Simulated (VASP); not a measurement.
# Gd (Fm-3m) in VASP: further runs

The runs below take Gd through single point, with PBE.

Everything below comes from runs of VASP 6.6.1. Logs are shortened: lines on timing, memory, paths and dates and some standing lists are left out, and cuts for length are marked.

### 1 The cell of the first run

It takes space group Fm-3m (No. 225, cubic). Conventional cell: a = 5.206 Å, b = 5.206 Å, c = 5.206 Å, α = 90.00°, β = 90.00°, γ = 90.00°. Gd (site symmetry m-3m) has 12 Gd at 3.68 Å within 4.8 Å.

This isn't the form of Gd at room conditions, which is hcp.

### 2 Single point, PBE, collinear spin, ferromagnetic start (35.27 Å³/atom)

Input file INCAR:

```
SYSTEM = Gd
PREC     = Accurate       ! precision mode
ENCUT    = 520            ! plane-wave cutoff, eV
EDIFF    = 1E-7           ! SCF threshold, eV
ISMEAR   = -1             ! smearing method
SIGMA    = 0.05           ! smearing width, eV
LREAL    = .False.        ! projectors in reciprocal space
LASPH    = .True.         ! aspherical terms in the spheres
NELM     = 150            ! most SCF steps
ALGO     = Fast           ! electronic algorithm
ISIF     = 2              ! what is computed and relaxed
LWAVE    = .False.        ! write WAVECAR
LCHARG   = .False.        ! write CHGCAR
ISPIN    = 2              ! spin polarisation
MAGMOM   = 7              ! initial moments
LORBIT   = 11             ! projections on sites
LMAXMIX  = 6              ! l up to which the mixer works
GGA      = PE             ! functional
NBANDS   = 19             ! bands
```

Input file KPOINTS:

```
regular mesh
0
Gamma
  9 9 9
  0 0 0
```

Input file POSCAR:

```
Gd
1.0
    0.0000000000      2.6029442143      2.6029442143
    2.6029442143      0.0000000000      2.6029442143
    2.6029442143      2.6029442143      0.0000000000
Gd
1
Direct
    0.0000000000      0.0000000000      0.0000000000
```

Potentials or basis: VASP PAW PBE potentials, release 64 (Gd).

Started as:

```console
cat potpaw_PBE.64/Gd/POTCAR > POTCAR
mpirun -np 1 vasp_std > vasp.out
```

OUTCAR:

```text
SYSTEM = Gd
   PREC = Accurate
   ENCUT = 520
   EDIFF = 1E-7
   ISMEAR = -1
   LREAL = .False.
   LASPH = .True.
   NELM = 150
   ISIF = 2
   ISPIN = 2
   LORBIT = 11
   GGA = PE

 ion  position               nearest neighbor table
   1  0.000  0.000  0.000-

  LATTYP: Found a face centered cubic cell.
 ALAT       =     5.2058884286

  Lattice vectors:

 A1 = (   0.0000000000,   2.6029442143,   2.6029442143)
 A2 = (   2.6029442143,   0.0000000000,   2.6029442143)
 A3 = (   2.6029442143,   2.6029442143,   0.0000000000)

Analysis of symmetry for initial positions (statically):
=====================================================================
 Subroutine PRICEL returns:
 Original cell was already a primitive cell.

 Routine SETGRP: Setting up the symmetry group for a
 face centered cubic supercell.

 Subroutine GETGRP returns: Found 48 space group operations
 (whereof 48 operations were pure point group operations)
 out of a pool of 48 trial point group operations.

The static configuration has the point symmetry O_h .

Analysis of symmetry for dynamics (positions and initial velocities):
=====================================================================
 Subroutine PRICEL returns:
 Original cell was already a primitive cell.

 Routine SETGRP: Setting up the symmetry group for a
 face centered cubic supercell.

 Subroutine GETGRP returns: Found 48 space group operations
 (whereof 48 operations were pure point group operations)
 out of a pool of 48 trial point group operations.

The dynamic configuration has the point symmetry O_h .

Analysis of structural, dynamic, and magnetic symmetry:
=====================================================================
 Subroutine PRICEL returns:
 Original cell was already a primitive cell.

 Routine SETGRP: Setting up the symmetry group for a
 face centered cubic supercell.

 Subroutine GETGRP returns: Found 48 space group operations
 (whereof 48 operations were pure point group operations)
 out of a pool of 48 trial point group operations.

The overall configuration has the point symmetry O_h .

 Subroutine INISYM returns: Found 48 space group operations
 (whereof 48 operations are pure point group operations),
 and found     1 'primitive' translations

----------------------------------------------------------------------------------------

                                     Primitive cell

  volume of cell :      35.2716

  direct lattice vectors                    reciprocal lattice vectors
     0.000000000  2.602944214  2.602944214    -0.192090171  0.192090171  0.192090171
     2.602944214  0.000000000  2.602944214     0.192090171 -0.192090171  0.192090171
     2.602944214  2.602944214  0.000000000     0.192090171  0.192090171 -0.192090171

  length of vectors
     3.681119010  3.681119010  3.681119010     0.332709936  0.332709936  0.332709936

  position of ions in fractional coordinates (direct lattice)
     0.000000000  0.000000000  0.000000000

  ion indices of the primitive-cell ions
   primitive index   ion index
                 1           1

----------------------------------------------------------------------------------------

 KPOINTS: regular mesh

Automatic generation of k-mesh.
 Grid dimensions read from file:
 generate k-points for:    9    9    9

 Generating k-lattice:

  Cartesian coordinates                     Fractional coordinates (reciprocal lattice)
    -0.021343352  0.021343352  0.021343352     0.111111111  0.000000000  0.000000000
     0.021343352 -0.021343352  0.021343352     0.000000000  0.111111111  0.000000000
     0.021343352  0.021343352 -0.021343352     0.000000000  0.000000000  0.111111111

  Length of vectors
     0.036967771  0.036967771  0.036967771

  Shift w.r.t. Gamma in fractional coordinates (k-lattice)
     0.000000000  0.000000000  0.000000000

 Subroutine IBZKPT returns following result:
 ===========================================

 Found     35 irreducible k-points:

 Following reciprocal coordinates:
            Coordinates               Weight
  0.000000  0.000000  0.000000      1.000000
  0.111111  0.000000  0.000000      8.000000
  0.222222  0.000000  0.000000      8.000000
  0.333333  0.000000  0.000000      8.000000
  0.444444  0.000000  0.000000      8.000000
  0.111111  0.111111  0.000000      6.000000
[... 16 lines left out ...]
 -0.333333  0.333333  0.000000     12.000000
  0.444444  0.444444  0.000000      6.000000
 [... further k-points ...]
   k-points           NKPTS =     35   k-points in BZ     NKDIM =     35   number of bands    NBANDS=     19
   number of dos      NEDOS =    301   number of ions     NIONS =      1
   total plane-waves  NPLWV =  21952
   dimension x,y,z NGX =    28 NGY =   28 NGZ =   28
   dimension x,y,z NGXF=    56 NGYF=   56 NGZF=   56
   ions per type =               1
   NGX,Y,Z   is equivalent  to a cutoff of  12.65, 12.65, 12.65 a.u.
   NGXF,Y,Z  is equivalent  to a cutoff of  25.29, 25.29, 25.29 a.u.
 SYSTEM =  Gd
   PREC   = accura    normal or accurate (medium, high low for compatibility)
   ISTART =      0    job   : 0-new  1-cont  2-samecut
   ICHARG =      2    charge: 1-file 2-atom 10-const
   ISPIN  =      2    spin polarized calculation?
   LNONCOLLINEAR =      F non collinear calculations
   LSORBIT =      F    spin-orbit coupling
   LASPH  =      T    aspherical Exc in radial PAW
   ENCUT  =  520.0 eV  38.22 Ry    6.18 a.u.   6.84  6.84  6.84*2*pi/ulx,y,z
   NELM   =    150;   NELMIN=  2; NELMDL= -5     # of ELM steps
   EDIFF  = 0.1E-06   stopping-criterion for ELM
   LREAL  =      F    real-space projection
   EDIFFG = 0.1E-05   stopping-criterion for IOM
   NSW    =      0    number of steps for IOM
   IBRION =     -1    ionic relax: 0-MD 1-quasi-New 2-CG
   NFREE  =      0    steps in history (QN), initial steepest desc. (CG)
   ISIF   =      2    stress and relaxation
   ISYM   =      2    0-nonsym 1-usesym 2-fastsym
   POTIM  = 0.5000    time-step for ionic-motion
   TEBEG  =    0.0;   TEEND  =   0.0 temperature during run
   PSTRESS=    0.0 pullay stress
   NELECT =      18.0000    total number of electrons
   NUPDOWN=      -1.0000    fix difference up-down
   EMIN   =  10.00;   EMAX   =-10.00  energy-range for DOS
   EFERMI =   0.00;   METHOD = LEGACY
   ISMEAR =    -1;   SIGMA  =   0.05  broadening in eV -4-tet -1-fermi 0-gaus
   EFERMI_NEDOS =   21; number of points for ismear=-14 and -15
   IALGO  =     68    algorithm
   IMIX   =      4    mixing-type and parameters
     AMIX     =   0.40;   BMIX     =  1.00
     AMIX_MAG =   1.60;   BMIX_MAG =  1.00
  volume/ion in A,a.u.               =      35.27       238.02
  Fermi-wavevector in a.u.,A,eV,Ry     =   1.308250  2.472234 23.286624  1.711519
  Thomas-Fermi vector in A             =   2.438930
   LORBIT       =     11    0 simple, 1 ext, 2 COOP (PROOUT), +10 PAW based schemes
   GGA     = PE    functional components
   LHFCALC =     F    Hartree Fock is set to
   AEXX    =    0.0000 exact exchange contribution
   IVDW    =     0    specifies the selected vdW correction
   LEPSILON=     F    determine dielectric tensor
   LRPA    =     F    only Hartree local field effects (RPA)
 spin polarized calculation
 RMM-DIIS sequential band-by-band and
  energy-cutoff  :      520.00
  volume of cell :       35.27
 maximum number of plane-waves:       959
   NGX = 13   NGY = 13   NGZ = 13

 number of electron      18.0000008 magnetization       7.6169788

 Free energy of the ion-electron system (eV)
  ---------------------------------------------------
  ext. energy  EPLUGINS =         0.00000000
  ---------------------------------------------------
  free energy    TOTEN  =       -11.65468416 eV

  energy without entropy =      -11.63264040  energy(sigma->0) =      -11.64366228

 E-fermi :   2.7357     XC(G=0):  -9.6949

 val. band max:        2.7183451226   @ k =   0.3333   0.1111   0.0000
 cond. band min:       2.7545562539   @ k =  -0.3333   0.3333   0.1111
 fundamental gap:      0.0362111313
 Fermi energy:         2.7357338554

 spin component 1

 k-point     1 :       0.0000    0.0000    0.0000
  band No.  band energies     occupation
      1     -42.6834      1.00000
      2     -19.7675      1.00000
      3     -19.7675      1.00000
      4     -19.7675      1.00000
      5      -2.3046      1.00000
      6      -2.2888      1.00000
[... 11 lines left out ...]
     18      11.3746      0.00000
     19      14.6622      0.00000

 k-point     2 :       0.1111    0.0000    0.0000
  band No.  band energies     occupation
      1     -42.6779      1.00000
      2     -19.8370      1.00000
      3     -19.7764      1.00000
      4     -19.7764      1.00000
      5      -2.2807      1.00000
      6      -2.2267      1.00000
[... 476 lines left out ...]
 k-point    24 :       0.4444    0.4444    0.0000
  band No.  band energies     occupation
      1     -42.6233      1.00000
      2     -20.2832      1.00000
      3     -19.9653      1.00000
      4     -19.9653      1.00000
      5      -2.2353      1.00000
      6      -2.2180      1.00000
[... 11 lines left out ...]
     18      10.8024      0.00000
     19      10.9058      0.00000

 [... further k-points ...]

 spin component 2

 k-point     1 :       0.0000    0.0000    0.0000
  band No.  band energies     occupation
      1     -39.4490      1.00000
      2     -17.3836      1.00000
      3     -17.3836      1.00000
      4     -17.3836      1.00000
      5      -1.4344      1.00000
      6       2.9581      0.01158
[... 11 lines left out ...]
     18      12.6221      0.00000
     19      15.4332      0.00000

 k-point     2 :       0.1111    0.0000    0.0000
  band No.  band energies     occupation
      1     -39.4421      1.00000
      2     -17.4699      1.00000
      3     -17.3943      1.00000
      4     -17.3943      1.00000
      5      -1.1143      1.00000
      6       2.9459      0.01471
[... 476 lines left out ...]
 k-point    24 :       0.4444    0.4444    0.0000
  band No.  band energies     occupation
      1     -39.3726      1.00000
      2     -18.0103      1.00000
      3     -17.6231      1.00000
      4     -17.6231      1.00000
      5       1.3514      1.00000
      6       2.4057      0.99864
[... 11 lines left out ...]
     18      11.9262      0.00000
     19      11.9587      0.00000

 [... further k-points ...]

------------------------ aborting loop because EDIFF is reached ----------------------------------------

  FORCE on cell =-STRESS in cart. coord.  units (eV):
  Direction    XX          YY          ZZ          XY          YZ          ZX
  --------------------------------------------------------------------------------------
  -------------------------------------------------------------------------------------
  Total       -0.4009403     -0.4009403     -0.4009403     -0.0000000     -0.0000000     -0.0000000
  in kB      -18.2123403    -18.2123403    -18.2123403     -0.0000000     -0.0000000     -0.0000000
  external PRESSURE =     -18.2123403 kB  Pullay stress =       0.0000000 kB

 VOLUME and BASIS-vectors are now :
 -----------------------------------------------------------------------------
  energy-cutoff  :      520.00
  volume of cell :       35.27
      direct lattice vectors                 reciprocal lattice vectors
     0.000000000  2.602944214  2.602944214    -0.192090171  0.192090171  0.192090171
     2.602944214  0.000000000  2.602944214     0.192090171 -0.192090171  0.192090171
     2.602944214  2.602944214  0.000000000     0.192090171  0.192090171 -0.192090171

 POSITION                                       TOTAL-FORCE (eV/Angst)
 -----------------------------------------------------------------------------------
      0.00000      0.00000      0.00000         0.000000      0.000000      0.000000
 -----------------------------------------------------------------------------------
    total drift:                               -0.000000     -0.000000     -0.000000

  FREE ENERGIE OF THE ION-ELECTRON SYSTEM (eV)
  ---------------------------------------------------
  free  energy   TOTEN  =       -11.6546841571 eV

  energy  without entropy=      -11.6326403972  energy(sigma->0) =      -11.64366228

 total charge

# of ion       s       p       d       f       tot
--------------------------------------------------
    1        2.070   5.564   0.549   6.994  15.177

 magnetization (x)

# of ion       s       p       d       f       tot
--------------------------------------------------
    1        0.002  -0.056   0.216   6.811   6.972
```

It took 3.6 min on 1 thread of Intel Xeon Platinum 8259CL at 2.50GHz (Skylake/Cascade Lake), shared host; peak memory 0.2 GiB.

What came out:

- Free energy: -11.6547 eV
- Pressure: -1.8 GPa
- Net moment: 7.62 μB per cell
- Site moments: Gd +6.97 μB
- Valence electrons inside the program's atomic spheres: Gd 15.18

Caveat: spin-orbit coupling is left out, which moves the levels of the heavy elements; semilocal functionals describe open f shells poorly, which spoils levels, moments and volumes.

### 3 Single point, PBE, collinear spin, ferromagnetic start (35.96 Å³/atom)

This run uses another cell than the first one, of 35.96 Å³/atom.

Input file INCAR:

```
SYSTEM = Gd
  PREC = Accurate
  ENCUT = 520
  EDIFF = 1E-6
  ISMEAR = -1
  SIGMA = 0.05
  LREAL = .False.
  LASPH = .True.
  NELM = 150
  ALGO = Normal
  ISIF = 2
  LWAVE = .False.
  LCHARG = .True.
  ISPIN = 2
  MAGMOM = 7
  LORBIT = 11
  LMAXMIX = 6
  GGA = PE
  LELF = .True.
  LVHAR = .True.
  NBANDS = 19
```

Input file KPOINTS:

```
Automatic mesh
0
Gamma
  9 9 9
  0 0 0
```

Input file POSCAR:

```
Gd
1.0
    0.0000000000      2.6198469231      2.6198469231
    2.6198469231      0.0000000000      2.6198469231
    2.6198469231      2.6198469231      0.0000000000
Gd
1
Direct
    0.0000000000      0.0000000000      0.0000000000
```

Potentials or basis: VASP PAW PBE potentials, release 64 (Gd).

Started as:

```console
cat potpaw_PBE.64/Gd/POTCAR > POTCAR
mpirun -np 1 vasp_std > vasp.out
```

It took 71 s on 1 thread of Intel Xeon Platinum 8259CL at 2.50GHz (Skylake/Cascade Lake), shared host; peak memory 0.2 GiB.

It converged, with:

| Property | Result |
| --- | --- |
| Free energy | -11.6462 eV |
| Pressure | -2.5 GPa |
| Net moment | 7.65 μB per cell |
| Site moments | Gd +6.98 μB |
| Valence electrons inside the program's atomic spheres | Gd 15.17 |

Levels at points of the mesh, in eV from the Fermi level:
Spin up:
```
           k point  band 9  band 10  band 11  band 12  band 13  band 14  band 15  band 16  band 17  band 18
(0.00, 0.00, 0.00)   -4.98    -4.90    -4.90    -4.90     1.22     1.22     1.22     3.29     3.29     8.54
```
Spin down:
```csv
k point,band 2,band 3,band 4,band 5,band 6,band 7,band 8,band 9
"(0.00, 0.00, 0.00)",-20.16,-20.16,-20.16,-4.13,0.21,0.35,0.35,0.35
```

Caveat: spin-orbit coupling is left out, which moves the levels of the heavy elements; semilocal functionals describe open f shells poorly, which spoils levels, moments and volumes. The state reached can hang on the start; a lower one may exist.
